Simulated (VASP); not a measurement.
Input of a VASP 6.6.1 run:

The input POSCAR:

```
Fe
1.0
   -1.4314200000      1.4314200000      1.4314200000
    1.4314200000     -1.4314200000      1.4314200000
    1.4314200000      1.4314200000     -1.4314200000
Fe
1
Direct
    0.0000000000      0.0000000000      0.0000000000
```

Contents of INCAR.step1:

```
SYSTEM = Fe
PREC     = Accurate       ! precision mode
ENCUT    = 520            ! plane-wave cutoff, eV
ISMEAR   = -1             ! smearing method
SIGMA    = 0.1            ! smearing width, eV
LREAL    = .False.        ! projectors in reciprocal space
LASPH    = .True.         ! aspherical terms in the spheres
NELM     = 150            ! most SCF steps
ISPIN    = 2              ! spin polarisation
MAGMOM   = 4.2            ! initial moments
NUPDOWN  = 4.2            ! fixed moment
LMAXMIX  = 4              ! l up to which the mixer works
NBANDS   = 14             ! bands
GGA      = PE             ! functional
ALGO     = Normal         ! electronic algorithm
EDIFF    = 1E-4           ! SCF threshold, eV
LWAVE    = .True.         ! write WAVECAR
LCHARG   = .False.        ! write CHGCAR
```

The input INCAR.step2:

```
SYSTEM = Fe
PREC     = Accurate       ! precision mode
ENCUT    = 520            ! plane-wave cutoff, eV
EDIFF    = 1E-6           ! SCF threshold, eV
ISMEAR   = -1             ! smearing method
SIGMA    = 0.1            ! smearing width, eV
LREAL    = .False.        ! projectors in reciprocal space
LASPH    = .True.         ! aspherical terms in the spheres
NELM     = 150            ! most SCF steps
ALGO     = Normal         ! electronic algorithm
ISIF     = 2              ! what is computed and relaxed
LWAVE    = .False.        ! write WAVECAR
LCHARG   = .False.        ! write CHGCAR
ISPIN    = 2              ! spin polarisation
MAGMOM   = 4.2            ! initial moments
LORBIT   = 11             ! projections on sites
NUPDOWN  = 4.2            ! fixed moment
LMAXMIX  = 4              ! l up to which the mixer works
METAGGA  = R2SCAN         ! meta-GGA
LMIXTAU  = .True.       
NBANDS   = 14             ! bands
ISTART   = 1
```

The input KPOINTS:

```
regular mesh
0
Gamma
  15 15 15
  0 0 0
```

Potentials or basis: VASP PAW PBE potentials, release 64 (Fe).

Run with:

```console
$ cat potpaw_PBE.64/Fe/POTCAR > POTCAR
$ cp INCAR.step1 INCAR
$ mpirun -np 1 vasp_std > vasp.out
$ cp INCAR.step2 INCAR
$ mpirun -np 1 vasp_std > vasp.out
```

(1) Predict the pressure.

Results:

(1) 68.1 GPa.

Caveat: the PAW data sets were made with another functional, which shifts forces and pressure a little; the total moment is fixed, so each spin has its own Fermi level.
